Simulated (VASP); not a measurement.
Input of a VASP 6.6.1 run:

Contents of INCAR:

```
PREC     = Accurate       # precision mode
ENCUT    = 520            # plane-wave cutoff, eV
EDIFF    = 1E-6           # SCF threshold, eV
ISMEAR   = 0              # smearing method
SIGMA    = 0.15           # smearing width, eV
LREAL    = False          # projectors in reciprocal space
LASPH    = True           # aspherical terms in the spheres
NELM     = 80             # most SCF steps
ALGO     = Normal         # electronic algorithm
ISIF     = 2              # what is computed and relaxed
LWAVE    = False          # write WAVECAR
LCHARG   = True           # write CHGCAR
GGA      = PE             # functional
LELF     = True           # ELF
LVHAR    = True         
NBANDS   = 18             # bands
```

KPOINTS

```
regular mesh
0
Gamma
  12 12 12
```

File POSCAR:

```
BiTe
1.0
    2.3621400785      1.3637822102      3.4002242534
   -2.3621400785      1.3637822102      3.4002242534
    0.0000000000     -2.7275644204      3.4002242534
Bi Te
1 1
Direct
    0.5000000000      0.5000000000      0.5000000000
    0.0000000000      0.0000000000      0.0000000000
```

Potentials or basis: VASP PAW PBE potentials, release 64 (Bi_d, Te).

Command:

```bash
$ cat potpaw_PBE.64/Bi_d/POTCAR potpaw_PBE.64/Te/POTCAR > POTCAR
$ mpirun -np 1 vasp_std > vasp.out
```

Task: Predict the pressure.

Result: 1.7 GPa.

Task: Estimate the band gap on the k mesh.

Result: Zero (an odd number of electrons rules out a gap without spin polarisation).

Stress tensor (GPa, compression positive):
```
1.98 0.00 0.00
0.00 1.98 0.00
0.00 0.00 1.22
```

Caveat: the cell differs from its parent crystal (strain -0.025 along x and y, +0.025 along z); spin-orbit coupling is left out, which moves the levels of the heavy elements; an odd number of electrons without spin polarisation forces a metal; a magnetic or distorted state may lie lower.
